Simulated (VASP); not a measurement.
A run of VASP 6.6.1 is set up as follows.

INCAR

```
SYSTEM = Pt3Pb
ALGO     = Normal         ! electronic algorithm
EDIFF    = 1E-7           ! SCF threshold, eV
ENCUT    = 520            ! plane-wave cutoff, eV
GGA      = CA             ! functional
ISIF     = 2              ! what is computed and relaxed
ISMEAR   = -1             ! smearing method
LASPH    = .TRUE.         ! aspherical terms in the spheres
LCHARG   = .TRUE.         ! write CHGCAR
LELF     = .TRUE.         ! ELF
LREAL    = .FALSE.        ! projectors in reciprocal space
LVHAR    = .TRUE.       
LWAVE    = .FALSE.        ! write WAVECAR
NBANDS   = 30             ! bands
NELM     = 60             ! most SCF steps
PREC     = Accurate       ! precision mode
SIGMA    = 0.03           ! smearing width, eV
```

The input KPOINTS:

```
k-points
0
G
  9 9 9
  0 0 0
```

The input POSCAR:

```
Pt3Pb
1.0
    4.1375888334      0.0000000000      0.0000000000
    0.0000000000      4.1375888334      0.0000000000
    0.0000000000      0.0000000000      4.1375888334
Pt Pb
3 1
Direct
    0.0000000000      0.5000000000      0.5000000000
    0.5000000000      0.0000000000      0.5000000000
    0.5000000000      0.5000000000      0.0000000000
    0.0000000000      0.0000000000      0.0000000000
```

Potentials or basis: VASP PAW LDA potentials, release 64 (Pt, Pb_d).

Launch:

```console
$ cat potpaw_LDA.64/Pt/POTCAR potpaw_LDA.64/Pb_d/POTCAR > POTCAR
$ mpirun -np 1 vasp_std > vasp.out
```

**Question.** Predict the pressure.

**Answer.** -12.5 GPa.

**Question.** Predict the band gap on the k mesh.

**Answer.** Zero (band 22 reaches 10.22 eV, above the bottom of band 23 at 9.90 eV).

Caveat: spin-orbit coupling is left out, which moves the levels of the heavy elements.
